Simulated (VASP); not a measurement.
# TlO3 (P6_3/mmc) in VASP: a series of runs

Runs on TlO3. Level: PBE. Tasks: single point, relaxation of cell and atoms.

Program: VASP 6.6.1. These are calculated values, not measurements. Logs are shortened: lines on timing, memory, paths and dates and some standing lists are left out, and cuts for length are marked.

## (1) The cell of the first run

The structure is hexagonal, space group P6_3/mmc (No. 194). The conventional cell has a = 4.680 Å, b = 4.680 Å, c = 4.948 Å, α = 90.00°, β = 90.00°, γ = 120.00°. Tl (site symmetry -6m2) has 12 O at 2.34 to 2.79 Å within 3.1 Å. Within 2.9 Å of O (site symmetry mm2) lie 8 O at 2.22 to 2.85 Å and 4 Tl at 2.34 to 2.79 Å.

## (2) Single point, PBE

Input file INCAR:

```
SYSTEM = TlO3
  PREC = Accurate
  ENCUT = 520
  EDIFF = 1E-6
  ISMEAR = 0
  SIGMA = 0.1
  LREAL = .FALSE.
  LASPH = .TRUE.
  NELM = 100
  ALGO = Normal
  ISIF = 2
  LWAVE = .FALSE.
  LCHARG = .FALSE.
  GGA = PE
  NBANDS = 41
```

Input file KPOINTS:

```
Automatic mesh
0
G
  6 6 4
  0 0 0
```

Input file POSCAR:

```
TlO3
1.0
    4.6803370607      0.0000000000      0.0000000000
   -2.3401685304      4.0532907928      0.0000000000
    0.0000000000      0.0000000000      4.9480973875
Tl O
2 6
Direct
    0.3333333333      0.6666666667      0.2500000000
    0.6666666667      0.3333333333      0.7500000000
    0.8246680339      0.6493360678      0.2500000000
    0.1753319661      0.8246680339      0.7500000000
    0.3506639322      0.1753319661      0.2500000000
    0.1753319661      0.3506639322      0.7500000000
    0.8246680339      0.1753319661      0.2500000000
    0.6493360678      0.8246680339      0.7500000000
```

Potentials or basis: VASP PAW PBE potentials, release 64 (Tl_d, O).

On the command line:

```console
cat potpaw_PBE.64/Tl_d/POTCAR potpaw_PBE.64/O/POTCAR > POTCAR
mpirun -np 1 vasp_std > vasp.out
```

OUTCAR:

```text
SYSTEM = TlO3
   PREC = Accurate
   ENCUT = 520
   EDIFF = 1E-6
   ISMEAR = 0
   LREAL = .FALSE.
   LASPH = .TRUE.
   NELM = 100
   ISIF = 2
   GGA = PE

 ion  position               nearest neighbor table
   1  0.333  0.667  0.250-   5 2.34   3 2.34   7 2.34   7 2.34   5 2.34   3 2.34   4 2.79   4 2.79
                             6 2.79   6 2.79   8 2.79   8 2.79   2 3.66   2 3.66   2 3.66   2 3.66
   2  0.667  0.333  0.750-   8 2.34   6 2.34   4 2.34   4 2.34   8 2.34   6 2.34   7 2.79   7 2.79
                             3 2.79   3 2.79   5 2.79   5 2.79   1 3.66   1 3.66   1 3.66   1 3.66
   3  0.825  0.649  0.250-   1 2.34   1 2.34   2 2.79   2 2.79
   4  0.175  0.825  0.750-   2 2.34   2 2.34   1 2.79   1 2.79
   5  0.351  0.175  0.250-   1 2.34   1 2.34   2 2.79   2 2.79
   6  0.175  0.351  0.750-   2 2.34   2 2.34   1 2.79   1 2.79
   7  0.825  0.175  0.250-   1 2.34   1 2.34   2 2.79   2 2.79
   8  0.649  0.825  0.750-   2 2.34   2 2.34   1 2.79   1 2.79

  LATTYP: Found a hexagonal cell.
 ALAT       =     4.6803370607
 C/A-ratio  =     1.0572096247

  Lattice vectors:

 A1 = (   4.6803370607,   0.0000000000,   0.0000000000)
 A2 = (  -2.3401685304,   4.0532907928,   0.0000000000)
 A3 = (   0.0000000000,   0.0000000000,   4.9480973875)

Analysis of symmetry for initial positions (statically):
=====================================================================
 Subroutine PRICEL returns:
 Original cell was already a primitive cell.

 Routine SETGRP: Setting up the symmetry group for a
 hexagonal supercell.

 Subroutine GETGRP returns: Found 24 space group operations
 (whereof 12 operations were pure point group operations)
 out of a pool of 24 trial point group operations.

The static configuration has the point symmetry D_3d.
 The point group associated with its full space group is D_6h.

Analysis of symmetry for dynamics (positions and initial velocities):
=====================================================================
 Subroutine PRICEL returns:
 Original cell was already a primitive cell.

 Routine SETGRP: Setting up the symmetry group for a
 hexagonal supercell.

 Subroutine GETGRP returns: Found 24 space group operations
 (whereof 12 operations were pure point group operations)
 out of a pool of 24 trial point group operations.

The dynamic configuration has the point symmetry D_3d.
 The point group associated with its full space group is D_6h.

 Subroutine INISYM returns: Found 24 space group operations
 (whereof 12 operations are pure point group operations),
 and found     1 'primitive' translations

----------------------------------------------------------------------------------------

                                     Primitive cell

  volume of cell :      93.8692

  direct lattice vectors                    reciprocal lattice vectors
     4.680337061  0.000000000  0.000000000     0.213659826  0.123356558  0.000000000
    -2.340168530  4.053290793  0.000000000     0.000000000  0.246713116  0.000000000
     0.000000000  0.000000000  4.948097387     0.000000000  0.000000000  0.202097882

  length of vectors
     4.680337061  4.680337061  4.948097387     0.246713116  0.246713116  0.202097882

  position of ions in fractional coordinates (direct lattice)
     0.333333333  0.666666667  0.250000000
     0.666666667  0.333333333  0.750000000
     0.824668034  0.649336068  0.250000000
     0.175331966  0.824668034  0.750000000
     0.350663932  0.175331966  0.250000000
     0.175331966  0.350663932  0.750000000
     0.824668034  0.175331966  0.250000000
     0.649336068  0.824668034  0.750000000

  ion indices of the primitive-cell ions
   primitive index   ion index
                 1           1
                 2           2
                 3           3
                 4           4
                 5           5
                 6           6
                 7           7
                 8           8

----------------------------------------------------------------------------------------

 KPOINTS: Automatic mesh

Automatic generation of k-mesh.
 Grid dimensions read from file:
 generate k-points for:    6    6    4

 Generating k-lattice:

  Cartesian coordinates                     Fractional coordinates (reciprocal lattice)
     0.035609971  0.020559426  0.000000000     0.166666667  0.000000000  0.000000000
     0.000000000  0.041118853  0.000000000     0.000000000  0.166666667  0.000000000
     0.000000000  0.000000000  0.050524470     0.000000000  0.000000000  0.250000000

  Length of vectors
     0.041118853  0.041118853  0.050524470

  Shift w.r.t. Gamma in fractional coordinates (k-lattice)
     0.000000000  0.000000000  0.000000000

 Subroutine IBZKPT returns following result:
 ===========================================

 Found     21 irreducible k-points:

 Following reciprocal coordinates:
            Coordinates               Weight
  0.000000  0.000000  0.000000      1.000000
  0.166667  0.000000  0.000000      6.000000
  0.333333  0.000000  0.000000      6.000000
  0.500000  0.000000  0.000000      3.000000
  0.166667  0.166667  0.000000      6.000000
  0.333333  0.166667  0.000000     12.000000
[... 13 lines left out ...]
  0.333333  0.166667  0.500000     12.000000
  0.333333  0.333333  0.500000      2.000000
   k-points           NKPTS =     21   k-points in BZ     NKDIM =     21   number of bands    NBANDS=     41
   number of dos      NEDOS =    301   number of ions     NIONS =      8
   total plane-waves  NPLWV =  51840
   dimension x,y,z NGX =    36 NGY =   36 NGZ =   40
   dimension x,y,z NGXF=    72 NGYF=   72 NGZF=   80
   ions per type =               2   6
   NGX,Y,Z   is equivalent  to a cutoff of  12.79, 12.79, 13.44 a.u.
   NGXF,Y,Z  is equivalent  to a cutoff of  25.57, 25.57, 26.88 a.u.
 SYSTEM =  TlO3
   PREC   = accura    normal or accurate (medium, high low for compatibility)
   ISTART =      0    job   : 0-new  1-cont  2-samecut
   ICHARG =      2    charge: 1-file 2-atom 10-const
   ISPIN  =      1    spin polarized calculation?
   LNONCOLLINEAR =      F non collinear calculations
   LSORBIT =      F    spin-orbit coupling
   LASPH  =      T    aspherical Exc in radial PAW
   ENCUT  =  520.0 eV  38.22 Ry    6.18 a.u.   8.70  8.70  9.20*2*pi/ulx,y,z
   NELM   =    100;   NELMIN=  2; NELMDL= -5     # of ELM steps
   EDIFF  = 0.1E-05   stopping-criterion for ELM
   LREAL  =      F    real-space projection
   EDIFFG = 0.1E-04   stopping-criterion for IOM
   NSW    =      0    number of steps for IOM
   IBRION =     -1    ionic relax: 0-MD 1-quasi-New 2-CG
   NFREE  =      0    steps in history (QN), initial steepest desc. (CG)
   ISIF   =      2    stress and relaxation
   ISYM   =      2    0-nonsym 1-usesym 2-fastsym
   POTIM  = 0.5000    time-step for ionic-motion
   TEBEG  =    0.0;   TEEND  =   0.0 temperature during run
   PSTRESS=    0.0 pullay stress
   NELECT =      62.0000    total number of electrons
   NUPDOWN=      -1.0000    fix difference up-down
   EMIN   =  10.00;   EMAX   =-10.00  energy-range for DOS
   EFERMI =   0.00;   METHOD = LEGACY
   ISMEAR =     0;   SIGMA  =   0.10  broadening in eV -4-tet -1-fermi 0-gaus
   EFERMI_NEDOS =   21; number of points for ismear=-14 and -15
   IALGO  =     38    algorithm
   IMIX   =      4    mixing-type and parameters
     AMIX     =   0.40;   BMIX     =  1.00
     AMIX_MAG =   1.60;   BMIX_MAG =  1.00
  volume/ion in A,a.u.               =      11.73        79.18
  Fermi-wavevector in a.u.,A,eV,Ry     =   1.425709  2.694200 27.655846  2.032647
  Thomas-Fermi vector in A             =   2.546065
   LORBIT       =      0    0 simple, 1 ext, 2 COOP (PROOUT), +10 PAW based schemes
   GGA     = PE    functional components
   LHFCALC =     F    Hartree Fock is set to
   AEXX    =    0.0000 exact exchange contribution
   IVDW    =     0    specifies the selected vdW correction
   LEPSILON=     F    determine dielectric tensor
   LRPA    =     F    only Hartree local field effects (RPA)
 non-spin polarized calculation
 Gauss-broadening in eV      SIGMA  =   0.10
  energy-cutoff  :      520.00
  volume of cell :       93.87
 maximum number of plane-waves:      2544
 NGX is ok and might be reduce to    36
   NGX = 17   NGY = 17   NGZ = 19

 number of electron      61.9999993 magnetization

 Free energy of the ion-electron system (eV)
  ---------------------------------------------------
  ext. energy  EPLUGINS =         0.00000000
  ---------------------------------------------------
  free energy    TOTEN  =       -27.72339960 eV

  energy without entropy =      -27.67323482  energy(sigma->0) =      -27.69831721

 E-fermi :   3.9722     XC(G=0): -11.4373

 val. band max:        3.9705243583   @ k =   0.1667   0.1667   0.0000
 cond. band min:       3.9935186816   @ k =   0.0000   0.0000   0.2500
 fundamental gap:      0.0229943232
 Fermi energy:         3.9721638453

 k-point     1 :       0.0000    0.0000    0.0000
  band No.  band energies     occupation
      1     -14.6852      2.00000
      2     -13.8274      2.00000
      3     -12.1498      2.00000
      4     -12.1498      2.00000
      5     -11.8394      2.00000
      6     -11.8394      2.00000
[... 33 lines left out ...]
     40      15.5145      0.00000
     41      16.9476      0.00000

 k-point     2 :       0.1667    0.0000    0.0000
  band No.  band energies     occupation
      1     -14.5450      2.00000
      2     -13.7305      2.00000
      3     -12.3097      2.00000
      4     -12.1223      2.00000
      5     -11.9323      2.00000
      6     -11.7779      2.00000
[... 825 lines left out ...]
     40      14.4669      0.00000
     41      15.3513      0.00000

 k-point    21 :       0.3333    0.3333    0.5000
  band No.  band energies     occupation
      1     -13.4577      2.00000
      2     -13.4577      2.00000
      3     -12.6772      2.00000
      4     -12.6772      2.00000
      5     -11.9829      2.00000
      6     -11.9829      2.00000
[... 33 lines left out ...]
     40      14.3777      0.00000
     41      15.1181      0.00000

------------------------ aborting loop because EDIFF is reached ----------------------------------------

  FORCE on cell =-STRESS in cart. coord.  units (eV):
  Direction    XX          YY          ZZ          XY          YZ          ZX
  --------------------------------------------------------------------------------------
  -------------------------------------------------------------------------------------
  Total        0.0694207      0.0694207      0.0900376     -0.0000000      0.0000000      0.0000000
  in kB        1.1848864      1.1848864      1.5367795     -0.0000000      0.0000000      0.0000000
  external PRESSURE =       1.3021841 kB  Pullay stress =       0.0000000 kB

 VOLUME and BASIS-vectors are now :
 -----------------------------------------------------------------------------
  energy-cutoff  :      520.00
  volume of cell :       93.87
      direct lattice vectors                 reciprocal lattice vectors
     4.680337061  0.000000000  0.000000000     0.213659826  0.123356558  0.000000000
    -2.340168530  4.053290793  0.000000000     0.000000000  0.246713116  0.000000000
     0.000000000  0.000000000  4.948097387     0.000000000  0.000000000  0.202097882

 POSITION                                       TOTAL-FORCE (eV/Angst)
 -----------------------------------------------------------------------------------
     -0.00000      2.70219      1.23702        -0.000000     -0.000000      0.000000
      2.34017      1.35110      3.71107        -0.000000     -0.000000      0.000000
      2.34017      2.63195      1.23702         0.000000     -0.004299      0.000000
     -1.10925      3.34262      3.71107         0.003723     -0.002149     -0.000000
      1.23092      0.71067      1.23702         0.003723      0.002149     -0.000000
     -0.00000      1.42134      3.71107        -0.000000      0.004299     -0.000000
      3.44942      0.71067      1.23702        -0.003723      0.002149      0.000000
      1.10925      3.34262      3.71107        -0.003723     -0.002149      0.000000
 -----------------------------------------------------------------------------------
    total drift:                                0.000000     -0.000000      0.000000

  FREE ENERGIE OF THE ION-ELECTRON SYSTEM (eV)
  ---------------------------------------------------
  free  energy   TOTEN  =       -27.7233996032 eV

  energy  without entropy=      -27.6732348206  energy(sigma->0) =      -27.69831721
```

It took 31 s on 1 thread of Intel Xeon 6975P-C (Granite Rapids), shared host; peak memory 0.24 GiB.

What came out:

```
Free energy            : -27.7234 eV
Pressure               : 0.1 GPa
Largest force          : 0.004 eV/Å
Band gap on the k mesh : zero (bands 31 and 32 overlap by 0.78 eV)
```

Forces on the atoms (eV/Å):
```
Tl   0.000  0.000  0.000
Tl   0.000  0.000  0.000
O    0.000 -0.004  0.000
O    0.004 -0.002  0.000
O    0.004  0.002  0.000
O    0.000  0.004  0.000
O   -0.004  0.002  0.000
O   -0.004 -0.002  0.000
```

Levels at points of the mesh, in eV from the Fermi level:
```tsv
k point	band 28	band 29	band 30	band 31	band 32	band 33	band 34	band 35
(0.00, 0.00, 0.00)	-0.36	-0.34	-0.15	-0.15	0.09	1.12	1.12	1.21
(0.50, 0.00, 0.00)	-1.01	-0.61	-0.47	-0.03	0.04	1.04	1.12	3.15
(0.00, 0.00, 0.50)	-0.58	-0.13	-0.13	0.62	0.62	1.17	1.17	1.17
(0.50, 0.00, 0.50)	-0.91	-0.66	-0.66	-0.16	-0.16	1.08	1.08	3.61
```

Caveat: spin-orbit coupling is left out, which moves the levels of the heavy elements.

## (3) Single point, PBE

This run uses another cell than the first one, of 13.12 Å³/atom.

Input file INCAR:

```
  PREC = Accurate
  ENCUT = 520
  EDIFF = 1E-6
  ISMEAR = 0
  SIGMA = 0.1
  LREAL = F
  LASPH = T
  NELM = 60
  ALGO = Normal
  ISIF = 2
  LWAVE = F
  LCHARG = F
  GGA = PE
  NBANDS = 41
```

Input file KPOINTS:

```
Automatic mesh
0
Gamma
  6 6 4
```

Input file POSCAR:

```
TlO3
1.0
    5.3247322483      0.0000000000      0.0000000000
   -2.6623661242      4.6113533954      0.0000000000
    0.0000000000      0.0000000000      4.2739191945
Tl O
2 6
Direct
    0.3333333333      0.6666666667      0.2500000000
    0.6666666667      0.3333333333      0.7500000000
    0.8330000000      0.6660000000      0.2500000000
    0.1670000000      0.8330000000      0.7500000000
    0.3340000000      0.1670000000      0.2500000000
    0.1670000000      0.3340000000      0.7500000000
    0.8330000000      0.1670000000      0.2500000000
    0.6660000000      0.8330000000      0.7500000000
```

Potentials or basis: VASP PAW PBE potentials, release 64 (Tl_d, O).

On the command line:

```console
cat potpaw_PBE.64/Tl_d/POTCAR potpaw_PBE.64/O/POTCAR > POTCAR
mpirun -np 1 vasp_std > vasp.out
```

Run time: 34 s. Hardware: 1 thread of Intel Xeon 6975P-C (Granite Rapids), shared host; peak memory 0.24 GiB.

The run converged. Its results:

```
Free energy            : -26.0530 eV
Pressure               : -13.1 GPa
Largest force          : 0.934 eV/Å
Band gap on the k mesh : zero (bands 31 and 32 overlap by 0.48 eV)
```

Forces in eV/Å, atoms in the order of the input:
```
Tl   0.000  0.000  0.000
Tl   0.000  0.000  0.000
O    0.000 -0.934  0.000
O    0.809 -0.467  0.000
O    0.809  0.467  0.000
O    0.000  0.934  0.000
O   -0.809  0.467  0.000
O   -0.809 -0.467  0.000
```

Stress tensor (GPa, compression positive):
```
-13.65   0.00   0.00
  0.00 -13.65   0.00
  0.00   0.00 -11.90
```

Levels at points of the mesh, in eV from the Fermi level:
```csv
k point,band 27,band 28,band 29,band 30,band 31,band 32,band 33,band 34,band 35,band 36
"(0.00, 0.00, 0.00)",-0.84,-0.32,-0.13,-0.13,0.10,0.11,0.11,0.19,0.32,0.32
"(0.50, 0.00, 0.00)",-1.04,-0.99,-0.97,-0.50,-0.11,0.04,0.30,0.42,1.72,1.97
"(0.00, 0.00, 0.50)",-0.24,-0.24,-0.24,-0.24,0.27,0.27,0.27,0.27,1.19,1.19
"(0.50, 0.00, 0.50)",-0.77,-0.77,-0.18,-0.18,0.06,0.06,0.21,0.21,1.96,1.96
```

Caveat: the k points lie up to 0.37 Å⁻¹ apart; spin-orbit coupling is left out, which moves the levels of the heavy elements.

## (4) Relaxation of cell and atoms, PBE

This run uses another cell than the first one, of 13.12 Å³/atom.

Input file INCAR:

```
ALGO     = Normal         # electronic algorithm
EDIFF    = 1E-6           # SCF threshold, eV
EDIFFG   = -0.04          # ionic threshold
ENCUT    = 600            # plane-wave cutoff, eV
GGA      = PE             # functional
IBRION   = 2              # ionic algorithm
ISIF     = 3              # what is computed and relaxed
ISMEAR   = 0              # smearing method
LASPH    = True           # aspherical terms in the spheres
LCHARG   = False          # write CHGCAR
LREAL    = False          # projectors in reciprocal space
LWAVE    = False          # write WAVECAR
NELM     = 60             # most SCF steps
NSW      = 90             # ionic steps
PREC     = Accurate       # precision mode
SIGMA    = 0.1            # smearing width, eV
```

Input file KPOINTS:

```
k-points
0
Gamma
  6 6 4
```

POSCAR is that of step 3.

On the command line:

```console
cat potpaw_PBE.64/Tl_d/POTCAR potpaw_PBE.64/O/POTCAR > POTCAR
mpirun -np 1 vasp_std > vasp.out
```

Wall time 11 min (1 thread of Intel Xeon 6975P-C (Granite Rapids), shared host); peak memory 0.32 GiB.

It converged, with:

| Property | Result |
| --- | --- |
| Free energy | -27.7435 eV |
| Relaxed volume | 11.67 Å³/atom |
| Relaxed cell | a = 4.684 Å, b = 4.684 Å, c = 4.913 Å, α = 90.00°, β = 90.00°, γ = 120.00° |
| Space group after relaxing (to 0.1 Å) | P6_3/mmc (No. 194) |
| Energy gained by relaxing | 211.1 meV/atom |
| Ionic steps | 20 |
| Pressure after relaxing | 0.2 GPa |
| Largest force after relaxing | 0.026 eV/Å |
| Band gap on the k mesh | zero (bands 31 and 32 overlap by 0.83 eV) |

Forces in eV/Å, atoms in the order of the input:
```
Tl   0.000  0.000  0.000
Tl   0.000  0.000  0.000
O    0.000 -0.026  0.000
O    0.023 -0.013  0.000
O    0.023  0.013  0.000
O    0.000  0.026  0.000
O   -0.023  0.013  0.000
O   -0.023 -0.013  0.000
```

Step by step:
```csv
step,energy change (eV),largest force (eV/Å),pressure (GPa),volume (Å³)
1,0.0000,0.9340,-13.11,104.94
2,-0.9353,0.6026,1.09,89.47
3,-0.9366,0.5793,1.98,88.92
4,-1.0713,0.4016,2.04,89.39
5,-1.2782,0.2170,3.83,90.73
6,-1.3776,0.1113,-0.79,94.67
7,-1.3848,0.0401,-3.31,97.56
8,-1.3878,0.0620,-2.50,96.58
9,-1.4583,0.2119,-1.48,96.28
10,-1.4837,0.3789,-0.05,95.92
11,-1.5392,0.3793,-0.40,95.72
12,-1.6503,0.2628,0.08,94.96
13,-1.6521,0.1991,0.72,94.70
14,-1.6609,0.1176,-2.56,96.23
15,-1.6727,0.0125,-1.22,95.56
16,-1.6830,0.0510,0.77,93.32
17,-1.6836,0.0378,0.36,93.76
18,-1.6868,0.0657,-0.37,93.88
19,-1.6868,0.0632,-0.31,93.87
20,-1.6886,0.0261,0.24,93.33
```

Final structure:
```
Tl O
1.0
     4.68369    0.00000    0.00000
    -2.34184    4.05619    0.00000
     0.00000    0.00000    4.91284
Tl O
2 6
Direct
  0.33333 0.66667 0.25000
  0.66667 0.33333 0.75000
  0.82498 0.64996 0.25000
  0.17502 0.82498 0.75000
  0.35004 0.17502 0.25000
  0.17502 0.35004 0.75000
  0.82498 0.17502 0.25000
  0.64996 0.82498 0.75000
```

Levels at points of the mesh, in eV from the Fermi level:
| k point | band 29 | band 30 | band 31 | band 32 | band 33 | band 34 |
| --- | --- | --- | --- | --- | --- | --- |
| (0.00, 0.00, 0.00) | -0.34 | -0.15 | -0.15 | 0.08 | 1.09 | 1.09 |
| (0.50, 0.00, 0.00) | -0.63 | -0.48 | -0.04 | 0.05 | 1.01 | 1.10 |
| (0.00, 0.00, 0.50) | -0.14 | -0.14 | 0.66 | 0.66 | 1.15 | 1.15 |
| (0.50, 0.00, 0.50) | -0.65 | -0.65 | -0.16 | -0.16 | 1.06 | 1.06 |

Caveat: the k points lie up to 0.32 Å⁻¹ apart in the final cell, too coarse for converged energies and pressures of a metal; spin-orbit coupling is left out, which moves the levels of the heavy elements.

[end of part 1 of 2]
